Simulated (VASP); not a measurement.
# Sb (P6_3/mmc) in VASP: further runs, part 2 of 2

VASP 6.6.1. The steps go on from the part before.

### 3 Single point, PBEsol (29.22 Å³/atom)

This run uses another cell than the first one, of 29.22 Å³/atom.

Input file INCAR:

```
SYSTEM = Sb
PREC = Accurate
ENCUT = 520
EDIFF = 1E-7
ISMEAR = -1
SIGMA = 0.1
LREAL = .False.
LASPH = .True.
NELM = 100
ALGO = Normal
ISIF = 2
LWAVE = .False.
LCHARG = .False.
GGA = PS
NBANDS = 12
```

Input file KPOINTS:

```
Automatic mesh
0
Gamma
  12 12 7
  0 0 0
```

Input file POSCAR:

```
Sb
1.0
    3.4427543075      0.0000000000      0.0000000000
   -1.7213771537      2.9815126893      0.0000000000
    0.0000000000      0.0000000000      5.6928107141
Sb
2
Direct
    0.3333333333      0.6666666667      0.2500000000
    0.6666666667      0.3333333333      0.7500000000
```

Potentials or basis: VASP PAW PBE potentials, release 64 (Sb).

Run with:

```bash
$ cat potpaw_PBE.64/Sb/POTCAR > POTCAR
$ mpirun -np 1 vasp_std > vasp.out
```

OUTCAR:

```text
SYSTEM = Sb
   PREC = Accurate
   ENCUT = 520
   EDIFF = 1E-7
   ISMEAR = -1
   LREAL = .False.
   LASPH = .True.
   NELM = 100
   ISIF = 2
   GGA = PS

 ion  position               nearest neighbor table
   1  0.333  0.667  0.250-   2 3.47   2 3.47   2 3.47   2 3.47   2 3.47   2 3.47
   2  0.667  0.333  0.750-   1 3.47   1 3.47   1 3.47   1 3.47   1 3.47   1 3.47

  LATTYP: Found a hexagonal cell.
 ALAT       =     3.4427543075
 C/A-ratio  =     1.6535628760

  Lattice vectors:

 A1 = (   3.4427543075,   0.0000000000,   0.0000000000)
 A2 = (  -1.7213771537,   2.9815126893,   0.0000000000)
 A3 = (   0.0000000000,   0.0000000000,   5.6928107141)

Analysis of symmetry for initial positions (statically):
=====================================================================
 Subroutine PRICEL returns:
 Original cell was already a primitive cell.

 Routine SETGRP: Setting up the symmetry group for a
 hexagonal supercell.

 Subroutine GETGRP returns: Found 24 space group operations
 (whereof 12 operations were pure point group operations)
 out of a pool of 24 trial point group operations.

The static configuration has the point symmetry D_3d.
 The point group associated with its full space group is D_6h.

Analysis of symmetry for dynamics (positions and initial velocities):
=====================================================================
 Subroutine PRICEL returns:
 Original cell was already a primitive cell.

 Routine SETGRP: Setting up the symmetry group for a
 hexagonal supercell.

 Subroutine GETGRP returns: Found 24 space group operations
 (whereof 12 operations were pure point group operations)
 out of a pool of 24 trial point group operations.

The dynamic configuration has the point symmetry D_3d.
 The point group associated with its full space group is D_6h.

 Subroutine INISYM returns: Found 24 space group operations
 (whereof 12 operations are pure point group operations),
 and found     1 'primitive' translations

----------------------------------------------------------------------------------------

                                     Primitive cell

  volume of cell :      58.4345

  direct lattice vectors                    reciprocal lattice vectors
     3.442754307  0.000000000  0.000000000     0.290465107  0.167700108  0.000000000
    -1.721377154  2.981512689  0.000000000     0.000000000  0.335400216  0.000000000
     0.000000000  0.000000000  5.692810714     0.000000000  0.000000000  0.175660153

  length of vectors
     3.442754307  3.442754307  5.692810714     0.335400216  0.335400216  0.175660153

  position of ions in fractional coordinates (direct lattice)
     0.333333333  0.666666667  0.250000000
     0.666666667  0.333333333  0.750000000

  ion indices of the primitive-cell ions
   primitive index   ion index
                 1           1
                 2           2

----------------------------------------------------------------------------------------

 KPOINTS: Automatic mesh

Automatic generation of k-mesh.
 Grid dimensions read from file:
 generate k-points for:   12   12    7

 Generating k-lattice:

  Cartesian coordinates                     Fractional coordinates (reciprocal lattice)
     0.024205426  0.013975009  0.000000000     0.083333333  0.000000000  0.000000000
     0.000000000  0.027950018  0.000000000     0.000000000  0.083333333  0.000000000
[... 43 lines left out ...]
   dimension x,y,z NGX =    28 NGY =   28 NGZ =   42
   dimension x,y,z NGXF=    56 NGYF=   56 NGZF=   84
   ions per type =               2
   NGX,Y,Z   is equivalent  to a cutoff of  13.52, 13.52, 12.27 a.u.
   NGXF,Y,Z  is equivalent  to a cutoff of  27.04, 27.04, 24.53 a.u.
 SYSTEM =  Sb
   PREC   = accura    normal or accurate (medium, high low for compatibility)
   ISTART =      0    job   : 0-new  1-cont  2-samecut
   ICHARG =      2    charge: 1-file 2-atom 10-const
   ISPIN  =      1    spin polarized calculation?
   LNONCOLLINEAR =      F non collinear calculations
   LSORBIT =      F    spin-orbit coupling
   LASPH  =      T    aspherical Exc in radial PAW
   ENCUT  =  520.0 eV  38.22 Ry    6.18 a.u.   6.40  6.40 10.58*2*pi/ulx,y,z
   NELM   =    100;   NELMIN=  2; NELMDL= -5     # of ELM steps
   EDIFF  = 0.1E-06   stopping-criterion for ELM
   LREAL  =      F    real-space projection
   EDIFFG = 0.1E-05   stopping-criterion for IOM
   NSW    =      0    number of steps for IOM
   IBRION =     -1    ionic relax: 0-MD 1-quasi-New 2-CG
   NFREE  =      0    steps in history (QN), initial steepest desc. (CG)
   ISIF   =      2    stress and relaxation
   ISYM   =      2    0-nonsym 1-usesym 2-fastsym
   POTIM  = 0.5000    time-step for ionic-motion
   TEBEG  =    0.0;   TEEND  =   0.0 temperature during run
   PSTRESS=    0.0 pullay stress
   NELECT =      10.0000    total number of electrons
   NUPDOWN=      -1.0000    fix difference up-down
   EMIN   =  10.00;   EMAX   =-10.00  energy-range for DOS
   EFERMI =   0.00;   METHOD = LEGACY
   ISMEAR =    -1;   SIGMA  =   0.10  broadening in eV -4-tet -1-fermi 0-gaus
   EFERMI_NEDOS =   21; number of points for ismear=-14 and -15
   IALGO  =     38    algorithm
   IMIX   =      4    mixing-type and parameters
     AMIX     =   0.40;   BMIX     =  1.00
     AMIX_MAG =   1.60;   BMIX_MAG =  1.00
  volume/ion in A,a.u.               =      29.22       197.17
  Fermi-wavevector in a.u.,A,eV,Ry     =   0.908905  1.717581 11.239879  0.826108
  Thomas-Fermi vector in A             =   2.032886
   LORBIT       =      0    0 simple, 1 ext, 2 COOP (PROOUT), +10 PAW based schemes
   GGA     = PS    functional components
   LHFCALC =     F    Hartree Fock is set to
   AEXX    =    0.0000 exact exchange contribution
   IVDW    =     0    specifies the selected vdW correction
   LEPSILON=     F    determine dielectric tensor
   LRPA    =     F    only Hartree local field effects (RPA)
 non-spin polarized calculation
  energy-cutoff  :      520.00
  volume of cell :       58.43
 maximum number of plane-waves:      1597
 NGX is ok and might be reduce to    28
   NGX = 13   NGY = 13   NGZ = 21

 number of electron      10.0000000 magnetization

 number of electron       9.9999999 magnetization

 Free energy of the ion-electron system (eV)
  ---------------------------------------------------
  ext. energy  EPLUGINS =         0.00000000
  ---------------------------------------------------
  free energy    TOTEN  =        -8.56661570 eV

  energy without entropy =       -8.51712812  energy(sigma->0) =       -8.54187191

 E-fermi :   7.3593     XC(G=0):  -9.9832

 val. band max:        7.3357050666   @ k =   0.0000   0.0000   0.4286
 cond. band min:       7.3600083419   @ k =   0.4167   0.1667   0.0000
 fundamental gap:      0.0243032753
 Fermi energy:         7.3593135972

 k-point     1 :       0.0000    0.0000    0.0000
  band No.  band energies     occupation
      1      -4.9748      2.00000
      2      -1.7617      2.00000
      3       2.0124      2.00000
      4      10.6856      0.00000
      5      10.6856      0.00000
      6      11.9907      0.00000
      7      12.0852      0.00000
      8      12.0852      0.00000
      9      14.8209      0.00000
     10      16.1991      0.00000
     11      17.0333      0.00000
     12      17.0333      0.00000
[... 331 lines left out ...]
 k-point    24 :       0.3333   -0.0000    0.1429
  band No.  band energies     occupation
      1      -3.1277      2.00000
      2      -0.7213      2.00000
      3       3.6678      2.00000
      4       4.7567      2.00000
      5       6.2077      1.99998
      6       8.3623      0.00009
      7       9.6327      0.00000
      8      10.7887      0.00000
      9      12.5124      0.00000
     10      14.1425      0.00000
     11      15.6315      0.00000
     12      17.0535      0.00000

 [... further k-points ...]

------------------------ aborting loop because EDIFF is reached ----------------------------------------

  FORCE on cell =-STRESS in cart. coord.  units (eV):
  Direction    XX          YY          ZZ          XY          YZ          ZX
  --------------------------------------------------------------------------------------
  -------------------------------------------------------------------------------------
  Total       -2.1643974     -2.1643974     -2.0205525     -0.0000000      0.0000000     -0.0000000
  in kB      -59.3441822    -59.3441822    -55.4001930     -0.0000000      0.0000000     -0.0000000
  external PRESSURE =     -58.0295191 kB  Pullay stress =       0.0000000 kB

 VOLUME and BASIS-vectors are now :
 -----------------------------------------------------------------------------
  energy-cutoff  :      520.00
  volume of cell :       58.43
      direct lattice vectors                 reciprocal lattice vectors
     3.442754307  0.000000000  0.000000000     0.290465107  0.167700108  0.000000000
    -1.721377154  2.981512689  0.000000000     0.000000000  0.335400216  0.000000000
     0.000000000  0.000000000  5.692810714     0.000000000  0.000000000  0.175660153

 POSITION                                       TOTAL-FORCE (eV/Angst)
 -----------------------------------------------------------------------------------
     -0.00000      1.98768      1.42320         0.000000     -0.000000      0.000000
      1.72138      0.99384      4.26961        -0.000000      0.000000      0.000000
 -----------------------------------------------------------------------------------
    total drift:                               -0.000000      0.000000      0.000000

  FREE ENERGIE OF THE ION-ELECTRON SYSTEM (eV)
  ---------------------------------------------------
  free  energy   TOTEN  =        -8.5666157027 eV

  energy  without entropy=       -8.5171281241  energy(sigma->0) =       -8.54187191
```

stdout:

```text
POSCAR found type information on POSCAR Sb
 POSCAR found :  1 types and       2 ions
 scaLAPACK will be used
 -----------------------------------------------------------------------------
|                                                                             |
|                                                                             |
|     You enforced a specific xc type in the INCAR file but a different       |
|     I HOPE YOU KNOW WHAT YOU ARE DOING!                                     |
|                                                                             |
 -----------------------------------------------------------------------------

 LDA part: xc-table for (Slater+PW92), standard interpolation
 POSCAR, INCAR and KPOINTS ok, starting setup
 FFT: planning ... GRIDC
 FFT: planning ... GRID_SOFT
 FFT: planning ... GRID
 WAVECAR not read
 entering main loop
```

It took 22 s on 1 thread of AMD EPYC 9R45 (Zen 5), shared host; peak memory 0.16 GiB.

What came out:

```yaml
Free_energy: -8.5666 eV
Pressure: -5.8 GPa
Band_gap_on_the_k_mesh: zero (bands 5 and 6 overlap by 6.48 eV)
```

Levels at points of the mesh, in eV from the Fermi level:
| k point | band 3 | band 4 | band 5 | band 6 | band 7 | band 8 |
| --- | --- | --- | --- | --- | --- | --- |
| (0.00, 0.00, 0.00) | -5.35 | 3.33 | 3.33 | 4.63 | 4.73 | 4.73 |
| (0.50, 0.00, 0.00) | -4.21 | -2.96 | -2.04 | -0.03 | 0.44 | 3.24 |

Caveat: the cell stands under tension; the PAW data sets were made with another functional, which shifts forces and pressure a little; spin-orbit coupling is left out, which moves the levels of the heavy elements.

The gap in the log of VASP goes by the Fermi energy; the results here count the filled bands.